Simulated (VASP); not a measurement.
Here is a VASP 6.6.1 calculation.

File INCAR:

```
SYSTEM = W4S
PREC     = Accurate       ! precision mode
ENCUT    = 520            ! plane-wave cutoff, eV
EDIFF    = 1E-6           ! SCF threshold, eV
ISMEAR   = 0              ! smearing method
SIGMA    = 0.1            ! smearing width, eV
LREAL    = .FALSE.        ! projectors in reciprocal space
LASPH    = .TRUE.         ! aspherical terms in the spheres
NELM     = 100            ! most SCF steps
ALGO     = Normal         ! electronic algorithm
ISIF     = 2              ! what is computed and relaxed
LWAVE    = .FALSE.        ! write WAVECAR
LCHARG   = .TRUE.         ! write CHGCAR
LDIPOL   = .TRUE.       
IDIPOL   = 3            
DIPOL    = 0.5 0.5 0.356
GGA      = PE             ! functional
LELF     = .TRUE.         ! ELF
LVHAR    = .TRUE.       
LVACPOTAV= .TRUE.       
NBANDS   = 39             ! bands
```

KPOINTS

```
Automatic mesh
0
G
  8 8 1
  0 0 0
```

The input POSCAR:

```
W4S
1.0
    3.1836991688      0.0000000000      0.0000000000
    0.0000000000      3.1836991688      0.0000000000
    0.0000000000      0.0000000000     20.1425775749
W S
4 1
Direct
    0.5000000000      0.5000000000      0.1985843165
    0.0000000000      0.0000000000      0.2776134069
    0.5000000000      0.5000000000      0.3599451800
    0.0000000000      0.0000000000      0.4290700901
    0.2500000000      0.3750000000      0.5150382425
```

Potentials or basis: VASP PAW PBE potentials, release 64 (W_sv, S).

The run is started by

```sh
$ cat potpaw_PBE.64/W_sv/POTCAR potpaw_PBE.64/S/POTCAR > POTCAR
$ mpirun -np 1 vasp_std > vasp.out
```

Problem. Estimate the band gap on the k mesh.

Solution. Zero (band 31 reaches 2.63 eV, above the bottom of band 32 at 1.12 eV).

Problem. What does it give for the largest force?

Solution. 2.210 eV/Å.

Forces on the atoms (eV/Å):
```
W   -0.031 -0.151  2.128
W    0.075  0.134 -2.115
W   -0.418 -0.250 -2.146
W    0.177 -0.623  2.113
S    0.197  0.890  0.020
```

Caveat: spin-orbit coupling is left out, which moves the levels of the heavy elements.
